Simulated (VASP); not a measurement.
Runs of VASP 6.6.1 on In2BAs3. The structure is that of space group P6/mmm (No. 191), or close to it. The cells are those of the table. 

```tsv
task	cell	k mesh	cutoff (eV)	gap on the mesh (eV)	pressure (GPa)	largest force (eV/Å)
single point	a = 5.464, b = 5.464, c = 7.490 Å, angles 90.0, 90.0, 120.0°, 6 atoms	6 × 6 × 4	520	none	0.2	0.01
single point	a = 4.729, b = 4.729, c = 6.874 Å, angles 90.0, 90.0, 120.0°, 6 atoms	6 × 6 × 4	520	none	(a)	0.29
relaxation of cell and atoms	relaxed from a = 4.729, b = 4.729, c = 6.874 Å, angles 90.0, 90.0, 120.0°, 6 atoms	6 × 6 × 4	600	none	0.0	0.02
single point	a = 5.437, b = 5.437, c = 7.589 Å, angles 90.0, 90.0, 120.0°, 6 atoms	12 × 12 × 6	520	none	0.0	0.01
```

Alike in all rows: level PBE; potentials or basis VASP PAW PBE potentials, release 64 (In_d, B, As); no spin polarisation; smearing gaussian 0.1 eV.

Question: Fill in the values left out.

Answer: (a) 33.6.

Caveats: spin-orbit coupling is left out, which moves the levels of the heavy elements.

A k mesh can miss the band edges, and the runs leave out spin-orbit coupling on As, In.

A gap of «none» marks levels without a gap at the run's occupations.
